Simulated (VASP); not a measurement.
Runs of VASP 6.6.1 on Ir. Symmetry: Fm-3m, No. 225, cubic system. Conventional cell: a = 3.839 Å, b = 3.839 Å, c = 3.839 Å, α = 90.00°, β = 90.00°, γ = 90.00°. Ir (site symmetry m-3m) has 12 Ir at 2.71 Å within 3.6 Å. 

```tsv
potentials or basis	k mesh	cutoff (eV)	second run	gap on the mesh (eV)	pressure (GPa)
VASP PAW PBE potentials, release 64 (Ir_sv_GW)	22 × 22 × 22	550	valence_matched	none	-0.6
VASP PAW PBE potentials, release 64 (Ir)	24 × 24 × 24	520	-	none	4.1
VASP PAW PBE potentials, release 64 (Ir_sv_GW)	24 × 24 × 24	550	valence_matched	none	(a)
VASP PAW PBE potentials, release 64 (Ir)	22 × 22 × 22	520	-	none	4.1
```

Alike in all rows: task single point; level r2SCAN; no spin polarisation; cell as given; smearing gaussian 0.15 eV.

Q: Estimate the missing entries.

A: (a) -0.7.

Caveats: the PAW data sets were made with another functional, which shifts forces and pressure a little; spin-orbit coupling is left out, which moves the levels of the heavy elements.

A k mesh can miss the band edges, and the runs leave out spin-orbit coupling on Ir.

A gap of «none» marks levels without a gap at the run's occupations.

The runs don't all hold the same shells in valence.
